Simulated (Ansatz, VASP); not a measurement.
TaN: VASP beside Ansatz

The input INCAR:

```
SYSTEM = TaN
ALGO = Normal ; EDIFF = 1E-6
ENCUT = 520 ; GGA = PS
ISIF = 2 ; ISMEAR = -1
LASPH = .True. ; LCHARG = .False.
LREAL = .False. ; LWAVE = .False.
NBANDS = 33 ; NELM = 60
PREC = Accurate ; SIGMA = 0.02
```

Contents of KPOINTS:

```
k-points
0
Gamma
  8 8 11
  0 0 0
```

File POSCAR:

```
TaN
1.0
    5.1960000000      0.0000000000      0.0000000000
   -2.5980000000      4.4998679981      0.0000000000
    0.0000000000      0.0000000000      2.9110000000
Ta N
3 3
Direct
    0.0000000000      0.0000000000      0.0000000000
    0.6666666667      0.3333333333      0.5000000000
    0.3333333333      0.6666666667      0.5000000000
    0.0000000000      0.3928500000      0.0000000000
    0.6071500000      0.6071500000      0.0000000000
    0.3928500000      0.0000000000      0.0000000000
```

Input for Ansatz:

```yaml
crystal:
  lattice:
    - [5.196, 0.0, 0.0]
    - [-2.598, 4.4998679981, 0.0]
    - [0.0, 0.0, 2.911]
  atoms:
    - { symbol: Ta, position: [0.0, 0.0, 0.0] }
    - { symbol: Ta, position: [0.6666666667, 0.3333333333, 0.5] }
    - { symbol: Ta, position: [0.3333333333, 0.6666666667, 0.5] }
    - { symbol: "N", position: [0.0, 0.39285, 0.0] }
    - { symbol: "N", position: [0.60715, 0.60715, 0.0] }
    - { symbol: "N", position: [0.39285, 0.0, 0.0] }
hamiltonian:
  xc: pbesol
  pseudopotentials: { kind: paw }
kpoints:
  mp_grid: { grid: [8, 8, 11] }
scf:
  occupations: { method: fermi_dirac, width: 0.02 }
  convergence: { dr2_threshold: 1.0e-09 }
basis:
  ecutwfc: 600
output:
  eigenvalues: true
  forces: true
  stress: true
```

Alike in both runs: task single point; functional PBEsol; k mesh 8 × 8 × 11; occupations fermi-dirac, width 0.02 eV; no spin polarisation.

```csv
,VASP,Ansatz
version,VASP 6.6.1,Ansatz 0.2.0
potentials or method,"VASP PAW PBE potentials, release 64 (Ta_pv, N), cutoff 520 eV","scalar-relativistic, plane waves, PAW"
valence electrons in the cell,48,54
```

```csv
,VASP,Ansatz,Ansatz less VASP
gap on the k mesh at the Fermi level (eV),none,none,-
pressure (GPa),-3.0,-3.8,-0.83
"traceless stress, the component that is largest in VASP (GPa)",-1.14,-1.07,+0.075
rms of the force components (eV/Å),0.007,0.004,-0.0037
```

VASP's potentials were made for PBE, not for PBEsol. Atom by atom the forces differ by 0.004 eV/Å (rms over components). A gap of «none» marks a metal or a gap that the smearing closes. VASP's potentials hold 48 valence electrons a cell and Ansatz's 54, so a difference there can come from the potentials and not from the codes. Ansatz's warnings: stress scf threshold loose.

Neither program's run includes spin-orbit coupling.
